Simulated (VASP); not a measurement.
Set up this calculation in VASP 6.6.1, as the native input.

```yaml
Task: relaxation of cell and atoms
Functional: PBE
Potentials_or_basis: VASP PAW PBE potentials, release 64 (Na_pv, Li_sv)
Cutoff: 600 eV
k_mesh: 8 × 8 × 8
Occupations: gaussian, width 0.1 eV
Spin: no spin polarisation
Dipole_correction: no
Further_INCAR_settings: ALGO = Fast; EDIFF = 1e-06; IBRION = 2; EDIFFG = -0.01; NSW = 100; ISIF = 3
```

The structure of NaLi5 lies in POSCAR:

```
NaLi5
1.0
    5.0325938279      0.0000000000      0.0000000000
    0.0000000000      5.4232443756      2.5231587708
    0.0000000000     -5.4232443756      2.5231587708
Na Li
1 5
Direct
    0.0000000000      0.0799526696      0.0799526696
    0.0000000000      0.4067758068      0.7521599302
    0.0000000000      0.7521599302      0.4067758068
    0.5000000000      0.5858302297      0.5858302297
    0.5000000000      0.2666488492      0.9084790469
    0.5000000000      0.9084790469      0.2666488492
```

One way to write it, as run:

INCAR

```
SYSTEM = NaLi5
PREC = Accurate
ENCUT = 600
EDIFF = 1E-6
ISMEAR = 0
SIGMA = 0.1
LREAL = .False.
LASPH = .True.
NELM = 80
ALGO = Fast
ISIF = 3
LWAVE = .False.
LCHARG = .False.
GGA = PE
IBRION = 2
NSW = 100
EDIFFG = -0.01
```

KPOINTS

```
Automatic mesh
0
Gamma
  8 8 8
  0 0 0
```

Potentials or basis: VASP PAW PBE potentials, release 64 (Na_pv, Li_sv).

Command:

```sh
$ cat potpaw_PBE.64/Na_pv/POTCAR potpaw_PBE.64/Li_sv/POTCAR > POTCAR
$ mpirun -np 1 vasp_std > vasp.out
```

It gave:

* Relaxed volume: 22.87 Å³/atom
* Relaxed cell: a = 5.018 Å, b = 5.984 Å, c = 5.984 Å, α = 130.22°, β = 90.00°, γ = 90.00°
* Space group after relaxing (to 0.1 Å): Cmmm (No. 65)
* Energy gained by relaxing: 0.1 meV/atom
* Ionic steps: 3
* Pressure after relaxing: 0.0 GPa
* Largest force after relaxing: 0.007 eV/Å
* Band gap on the k mesh: zero (bands 11 and 12 overlap by 2.44 eV)

Caveat: the cutoff is under 1.25 times the usual one of these potentials, so pressure, stress and relaxed cells hold a basis-set (Pulay) error.

Run time: 38 min on 1 thread of Intel Xeon 8259CL, with other jobs on the host, peak memory 0.46 GiB.
